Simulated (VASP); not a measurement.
# AgI (F-43m) in VASP: a series of runs

AgI is run at these levels: PBEsol; tasks: single point.

Program: VASP 6.6.1. These are calculated values, not measurements. Logs are shortened: lines on timing, memory, paths and dates and some standing lists are left out, and cuts for length are marked.

## Step 1: The cell of the first run

The structure is cubic, space group F-43m (No. 216). Conventional cell: a = 6.450 Å, b = 6.450 Å, c = 6.450 Å, α = 90.00°, β = 90.00°, γ = 90.00°. Within 3.7 Å of Ag (site symmetry -43m) lie 4 I at 2.79 Å. Within 3.7 Å of I (site symmetry -43m) lie 4 Ag at 2.79 Å.

## Step 2: Single point, PBEsol

Input file INCAR:

```
  PREC = Accurate
  ENCUT = 500
  EDIFF = 1E-6
  ISMEAR = 0
  SIGMA = 0.01
  LREAL = False
  LASPH = True
  NELM = 120
  ALGO = Normal
  ISIF = 2
  LWAVE = False
  LCHARG = False
  GGA = PS
  NBANDS = 16
  GGA_COMPAT = False
```

Input file KPOINTS:

```
regular mesh
0
Gamma
  8 8 8
```

Input file POSCAR:

```
AgI
1.0
    0.0000000000      3.2250405278      3.2250405278
    3.2250405278      0.0000000000      3.2250405278
    3.2250405278      3.2250405278      0.0000000000
Ag I
1 1
Direct
    0.0000000000      0.0000000000      0.0000000000
    0.7500000000      0.7500000000      0.7500000000
```

Potentials or basis: VASP PAW PBE potentials, release 64 (Ag, I).

Started as:

```console
$ cat potpaw_PBE.64/Ag/POTCAR potpaw_PBE.64/I/POTCAR > POTCAR
$ mpirun -np 1 vasp_std > vasp.out
```

OUTCAR:

```text
PREC = Accurate
   ENCUT = 500
   EDIFF = 1E-6
   ISMEAR = 0
   LREAL = False
   LASPH = True
   NELM = 120
   ISIF = 2
   GGA = PS

 ion  position               nearest neighbor table
   1  0.000  0.000  0.000-   2 2.79   2 2.79   2 2.79   2 2.79
   2  0.750  0.750  0.750-   1 2.79   1 2.79   1 2.79   1 2.79

  LATTYP: Found a face centered cubic cell.
 ALAT       =     6.4500810556

  Lattice vectors:

 A1 = (   0.0000000000,   3.2250405278,   3.2250405278)
 A2 = (   3.2250405278,   0.0000000000,   3.2250405278)
 A3 = (   3.2250405278,   3.2250405278,   0.0000000000)

Analysis of symmetry for initial positions (statically):
=====================================================================
 Subroutine PRICEL returns:
 Original cell was already a primitive cell.

 Routine SETGRP: Setting up the symmetry group for a
 face centered cubic supercell.

 Subroutine GETGRP returns: Found 24 space group operations
 (whereof 24 operations were pure point group operations)
 out of a pool of 48 trial point group operations.

The static configuration has the point symmetry T_d .

Analysis of symmetry for dynamics (positions and initial velocities):
=====================================================================
 Subroutine PRICEL returns:
 Original cell was already a primitive cell.

 Routine SETGRP: Setting up the symmetry group for a
 face centered cubic supercell.

 Subroutine GETGRP returns: Found 24 space group operations
 (whereof 24 operations were pure point group operations)
 out of a pool of 48 trial point group operations.

The dynamic configuration has the point symmetry T_d .

 Subroutine INISYM returns: Found 24 space group operations
 (whereof 24 operations are pure point group operations),
 and found     1 'primitive' translations

----------------------------------------------------------------------------------------

                                     Primitive cell

  volume of cell :      67.0866

  direct lattice vectors                    reciprocal lattice vectors
     0.000000000  3.225040528  3.225040528    -0.155036811  0.155036811  0.155036811
     3.225040528  0.000000000  3.225040528     0.155036811 -0.155036811  0.155036811
     3.225040528  3.225040528  0.000000000     0.155036811  0.155036811 -0.155036811

  length of vectors
     4.560896054  4.560896054  4.560896054     0.268531634  0.268531634  0.268531634

  position of ions in fractional coordinates (direct lattice)
     0.000000000  0.000000000  0.000000000
     0.750000000  0.750000000  0.750000000

  ion indices of the primitive-cell ions
   primitive index   ion index
                 1           1
                 2           2

----------------------------------------------------------------------------------------

 KPOINTS: regular mesh

Automatic generation of k-mesh.
 Grid dimensions read from file:
 generate k-points for:    8    8    8

 Generating k-lattice:

  Cartesian coordinates                     Fractional coordinates (reciprocal lattice)
    -0.019379601  0.019379601  0.019379601     0.125000000  0.000000000  0.000000000
     0.019379601 -0.019379601  0.019379601     0.000000000  0.125000000  0.000000000
     0.019379601  0.019379601 -0.019379601     0.000000000  0.000000000  0.125000000

  Length of vectors
     0.033566454  0.033566454  0.033566454

  Shift w.r.t. Gamma in fractional coordinates (k-lattice)
     0.000000000  0.000000000  0.000000000

 Subroutine IBZKPT returns following result:
 ===========================================

 Found     29 irreducible k-points:

 Following reciprocal coordinates:
            Coordinates               Weight
  0.000000  0.000000  0.000000      1.000000
  0.125000  0.000000  0.000000      8.000000
  0.250000  0.000000  0.000000      8.000000
  0.375000  0.000000  0.000000      8.000000
  0.500000  0.000000  0.000000      4.000000
  0.125000  0.125000  0.000000      6.000000
[... 16 lines left out ...]
  0.500000  0.250000  0.125000     48.000000
 -0.375000  0.250000  0.125000     24.000000
 [... further k-points ...]
   k-points           NKPTS =     29   k-points in BZ     NKDIM =     29   number of bands    NBANDS=     16
   number of dos      NEDOS =    301   number of ions     NIONS =      2
   total plane-waves  NPLWV =  46656
   dimension x,y,z NGX =    36 NGY =   36 NGZ =   36
   dimension x,y,z NGXF=    72 NGYF=   72 NGZF=   72
   ions per type =               1   1
   NGX,Y,Z   is equivalent  to a cutoff of  13.12, 13.12, 13.12 a.u.
   NGXF,Y,Z  is equivalent  to a cutoff of  26.24, 26.24, 26.24 a.u.
 SYSTEM =  unknown system
   PREC   = accura    normal or accurate (medium, high low for compatibility)
   ISTART =      0    job   : 0-new  1-cont  2-samecut
   ICHARG =      2    charge: 1-file 2-atom 10-const
   ISPIN  =      1    spin polarized calculation?
   LNONCOLLINEAR =      F non collinear calculations
   LSORBIT =      F    spin-orbit coupling
   LASPH  =      T    aspherical Exc in radial PAW
   ENCUT  =  500.0 eV  36.75 Ry    6.06 a.u.   8.32  8.32  8.32*2*pi/ulx,y,z
   NELM   =    120;   NELMIN=  2; NELMDL= -5     # of ELM steps
   EDIFF  = 0.1E-05   stopping-criterion for ELM
   LREAL  =      F    real-space projection
   EDIFFG = 0.1E-04   stopping-criterion for IOM
   NSW    =      0    number of steps for IOM
   IBRION =     -1    ionic relax: 0-MD 1-quasi-New 2-CG
   NFREE  =      0    steps in history (QN), initial steepest desc. (CG)
   ISIF   =      2    stress and relaxation
   ISYM   =      2    0-nonsym 1-usesym 2-fastsym
   POTIM  = 0.5000    time-step for ionic-motion
   TEBEG  =    0.0;   TEEND  =   0.0 temperature during run
   PSTRESS=    0.0 pullay stress
   NELECT =      18.0000    total number of electrons
   NUPDOWN=      -1.0000    fix difference up-down
   EMIN   =  10.00;   EMAX   =-10.00  energy-range for DOS
   EFERMI =   0.00;   METHOD = LEGACY
   ISMEAR =     0;   SIGMA  =   0.01  broadening in eV -4-tet -1-fermi 0-gaus
   EFERMI_NEDOS =   21; number of points for ismear=-14 and -15
   IALGO  =     38    algorithm
   IMIX   =      4    mixing-type and parameters
     AMIX     =   0.40;   BMIX     =  1.00
     AMIX_MAG =   1.60;   BMIX_MAG =  1.00
  volume/ion in A,a.u.               =      33.54       226.36
  Fermi-wavevector in a.u.,A,eV,Ry     =   1.055894  1.995351 15.169312  1.114913
  Thomas-Fermi vector in A             =   2.191110
   LORBIT       =      0    0 simple, 1 ext, 2 COOP (PROOUT), +10 PAW based schemes
   GGA     = PS    functional components
   LHFCALC =     F    Hartree Fock is set to
   AEXX    =    0.0000 exact exchange contribution
   IVDW    =     0    specifies the selected vdW correction
   LEPSILON=     F    determine dielectric tensor
   LRPA    =     F    only Hartree local field effects (RPA)
 non-spin polarized calculation
 Gauss-broadening in eV      SIGMA  =   0.01
  energy-cutoff  :      500.00
  volume of cell :       67.09
 maximum number of plane-waves:      1727
 NGX is ok and might be reduce to    36
   NGX = 17   NGY = 17   NGZ = 17

 number of electron      17.9999998 magnetization

 Free energy of the ion-electron system (eV)
  ---------------------------------------------------
  ext. energy  EPLUGINS =         0.00000000
  ---------------------------------------------------
  free energy    TOTEN  =        -5.45484124 eV

  energy without entropy =       -5.45484124  energy(sigma->0) =       -5.45484124

 E-fermi :   3.2922     XC(G=0):  -8.7330

 val. band max:        3.2392494584   @ k =   0.0000   0.0000   0.0000
 cond. band min:       4.4398061429   @ k =   0.0000   0.0000   0.0000
 fundamental gap:      1.2005566845
 Fermi energy:         3.2921874106

 k-point     1 :       0.0000    0.0000    0.0000
  band No.  band energies     occupation
      1      -9.7260      2.00000
      2      -1.1263      2.00000
      3      -1.1263      2.00000
      4      -1.1263      2.00000
      5       0.0620      2.00000
      6       0.0620      2.00000
[... 8 lines left out ...]
     15      13.2700      0.00000
     16      13.2700      0.00000

 k-point     2 :       0.1250    0.0000    0.0000
  band No.  band energies     occupation
      1      -9.6828      2.00000
      2      -1.1541      2.00000
      3      -1.0984      2.00000
      4      -1.0984      2.00000
      5       0.0578      2.00000
      6       0.0578      2.00000
[... 8 lines left out ...]
     15      12.6314      0.00000
     16      12.6809      0.00000

 k-point     3 :       0.2500    0.0000    0.0000
  band No.  band energies     occupation
      1      -9.5752      2.00000
      2      -1.1895      2.00000
      3      -1.0330      2.00000
      4      -1.0330      2.00000
      5       0.0581      2.00000
      6       0.0581      2.00000
[... 8 lines left out ...]
     15      12.4129      0.00000
     16      12.4724      0.00000

 k-point     4 :       0.3750    0.0000    0.0000
  band No.  band energies     occupation
      1      -9.4628      2.00000
      2      -1.1504      2.00000
      3      -0.9726      2.00000
      4      -0.9726      2.00000
      5       0.0776      2.00000
      6       0.0776      2.00000
[... 8 lines left out ...]
     15      13.1369      0.00000
     16      13.1369      0.00000

 k-point     5 :       0.5000    0.0000    0.0000
  band No.  band energies     occupation
      1      -9.4147      2.00000
      2      -1.0869      2.00000
      3      -0.9497      2.00000
      4      -0.9497      2.00000
      5       0.0933      2.00000
      6       0.0933      2.00000
[... 8 lines left out ...]
     15      14.0665      0.00000
     16      14.0665      0.00000

 k-point     6 :       0.1250    0.1250    0.0000
  band No.  band energies     occupation
      1      -9.6684      2.00000
      2      -1.1888      2.00000
      3      -1.0749      2.00000
      4      -1.0749      2.00000
      5       0.0362      2.00000
      6       0.0753      2.00000
[... 8 lines left out ...]
     15      13.1454      0.00000
     16      13.3456      0.00000

 k-point     7 :       0.2500    0.1250    0.0000
  band No.  band energies     occupation
      1      -9.5822      2.00000
      2      -1.2331      2.00000
      3      -1.0160      2.00000
      4      -1.0067      2.00000
      5       0.0209      2.00000
      6       0.0863      2.00000
[... 8 lines left out ...]
     15      13.1603      0.00000
     16      13.6358      0.00000

 k-point     8 :       0.3750    0.1250    0.0000
  band No.  band energies     occupation
      1      -9.4708      2.00000
      2      -1.2005      2.00000
      3      -0.9577      2.00000
      4      -0.9374      2.00000
      5       0.0405      2.00000
      6       0.0991      2.00000
[... 8 lines left out ...]
     15      13.2835      0.00000
     16      13.6032      0.00000

 k-point     9 :       0.5000    0.1250    0.0000
  band No.  band energies     occupation
      1      -9.4004      2.00000
      2      -1.0817      2.00000
      3      -0.9321      2.00000
      4      -0.9088      2.00000
      5       0.0778      2.00000
      6       0.0969      2.00000
[... 8 lines left out ...]
     15      13.6696      0.00000
     16      14.1086      0.00000
[... 172 lines left out ...]
 k-point    19 :       0.5000    0.3750    0.0000
  band No.  band energies     occupation
      1      -9.3279      2.00000
      2      -1.3796      2.00000
      3      -0.6679      2.00000
      4      -0.6412      2.00000
      5       0.1353      2.00000
      6       0.1439      2.00000
[... 8 lines left out ...]
     15      14.2745      0.00000
     16      15.1935      0.00000

 k-point    20 :      -0.3750    0.3750    0.0000
  band No.  band energies     occupation
      1      -9.3205      2.00000
      2      -1.2245      2.00000
      3      -0.7201      2.00000
      4      -0.6143      2.00000
      5       0.0747      2.00000
      6       0.0960      2.00000
[... 8 lines left out ...]
     15      13.5816      0.00000
     16      15.9225      0.00000

 k-point    21 :       0.5000    0.5000    0.0000
  band No.  band energies     occupation
      1      -9.3121      2.00000
      2      -1.4507      2.00000
      3      -0.6054      2.00000
      4      -0.6054      2.00000
      5       0.1540      2.00000
      6       0.1846      2.00000
[... 8 lines left out ...]
     15      13.9747      0.00000
     16      15.0749      0.00000

 k-point    22 :       0.3750    0.2500    0.1250
  band No.  band energies     occupation
      1      -9.4938      2.00000
      2      -1.2478      2.00000
      3      -0.9503      2.00000
      4      -0.9289      2.00000
      5       0.0146      2.00000
      6       0.1038      2.00000
[... 8 lines left out ...]
     15      13.6478      0.00000
     16      14.7840      0.00000

 k-point    23 :       0.5000    0.2500    0.1250
  band No.  band energies     occupation
      1      -9.4025      2.00000
      2      -1.1486      2.00000
      3      -0.9323      2.00000
      4      -0.8325      2.00000
      5       0.0492      2.00000
      6       0.0962      2.00000
[... 8 lines left out ...]
     15      14.0525      0.00000
     16      14.5538      0.00000

 k-point    24 :      -0.3750    0.2500    0.1250
  band No.  band energies     occupation
      1      -9.3638      2.00000
      2      -1.0326      2.00000
      3      -0.9545      2.00000
      4      -0.7726      2.00000
      5       0.0229      2.00000
      6       0.1065      2.00000
[... 8 lines left out ...]
     15      13.8259      0.00000
     16      14.5252      0.00000

 [... further k-points ...]
[... 5 lines left out ...]
  --------------------------------------------------------------------------------------
  -------------------------------------------------------------------------------------
  Total       -0.0127499     -0.0127499     -0.0127499      0.0000000     -0.0000000      0.0000000
  in kB       -0.3044951     -0.3044951     -0.3044951      0.0000000     -0.0000000      0.0000000
  external PRESSURE =      -0.3044951 kB  Pullay stress =       0.0000000 kB

 VOLUME and BASIS-vectors are now :
 -----------------------------------------------------------------------------
  energy-cutoff  :      500.00
  volume of cell :       67.09
      direct lattice vectors                 reciprocal lattice vectors
     0.000000000  3.225040528  3.225040528    -0.155036811  0.155036811  0.155036811
     3.225040528  0.000000000  3.225040528     0.155036811 -0.155036811  0.155036811
     3.225040528  3.225040528  0.000000000     0.155036811  0.155036811 -0.155036811

 POSITION                                       TOTAL-FORCE (eV/Angst)
 -----------------------------------------------------------------------------------
      0.00000      0.00000      0.00000         0.000000      0.000000      0.000000
      4.83756      4.83756      4.83756        -0.000000     -0.000000     -0.000000
 -----------------------------------------------------------------------------------
    total drift:                               -0.000000     -0.000000     -0.000000

  FREE ENERGIE OF THE ION-ELECTRON SYSTEM (eV)
  ---------------------------------------------------
  free  energy   TOTEN  =        -5.4548412377 eV

  energy  without entropy=       -5.4548412377  energy(sigma->0) =       -5.45484124
```

It took 33 s on 1 thread of AMD EPYC 7R43 (Zen 3), shared host; peak memory 0.18 GiB.

What came out:

```yaml
Free_energy: -5.4548 eV
Pressure: 0.0 GPa
Band_gap_on_the_k_mesh: 1.20 eV, direct
```

Caveat: the PAW data sets were made with another functional, which shifts forces and pressure a little; spin-orbit coupling is left out, which moves the levels of the heavy elements. As with any semilocal functional, this PBEsol gap is likely too small.

## Step 3: Single point, PBEsol

Input file INCAR:

```
SYSTEM = AgI
ALGO     = Normal         ! electronic algorithm
EDIFF    = 1E-6           ! SCF threshold, eV
ENCUT    = 500            ! plane-wave cutoff, eV
GGA      = PS             ! functional
GGA_COMPAT= .FALSE.      
ISIF     = 2              ! what is computed and relaxed
ISMEAR   = 0              ! smearing method
LASPH    = .TRUE.         ! aspherical terms in the spheres
LCHARG   = .FALSE.        ! write CHGCAR
LREAL    = .FALSE.        ! projectors in reciprocal space
LWAVE    = .FALSE.        ! write WAVECAR
NBANDS   = 16             ! bands
NELM     = 120            ! most SCF steps
PREC     = Accurate       ! precision mode
SIGMA    = 0.01           ! smearing width, eV
```

Input file KPOINTS:

```
k-points
0
G
  8 8 8
  0 0 0
```

POSCAR is that of step 2.

Potentials or basis: VASP PAW PBE potentials, release 64 (Ag, I).

Started as:

```console
$ cat potpaw_PBE.64/Ag/POTCAR potpaw_PBE.64/I/POTCAR > POTCAR
$ mpirun -np 1 vasp_std > vasp.out
```

Wall time 37 s (1 thread of AMD EPYC 7R43 (Zen 3), shared host); peak memory 0.18 GiB.

Results (log left out):

```
Free energy            : -5.4548 eV
Pressure               : 0.0 GPa
Band gap on the k mesh : 1.20 eV, direct
```

Levels at points of the mesh, in eV from the valence-band top:
| k point | band 5 | band 6 | band 7 | band 8 | band 9 | band 10 | band 11 | band 12 | band 13 | band 14 |
| --- | --- | --- | --- | --- | --- | --- | --- | --- | --- | --- |
| (0.00, 0.00, 0.00) | -3.18 | -3.18 | 0.00 | 0.00 | 0.00 | 1.20 | 5.63 | 5.63 | 5.63 | 8.79 |
| (0.50, 0.00, 0.00) | -3.15 | -3.15 | -3.02 | -0.76 | -0.76 | 2.64 | 6.13 | 6.13 | 7.10 | 9.07 |
| (0.50, 0.50, 0.00) | -3.09 | -3.05 | -2.70 | -1.87 | -1.87 | 3.43 | 3.75 | 8.43 | 9.63 | 9.63 |

Caveat: the PAW data sets were made with another functional, which shifts forces and pressure a little; spin-orbit coupling is left out, which moves the levels of the heavy elements.
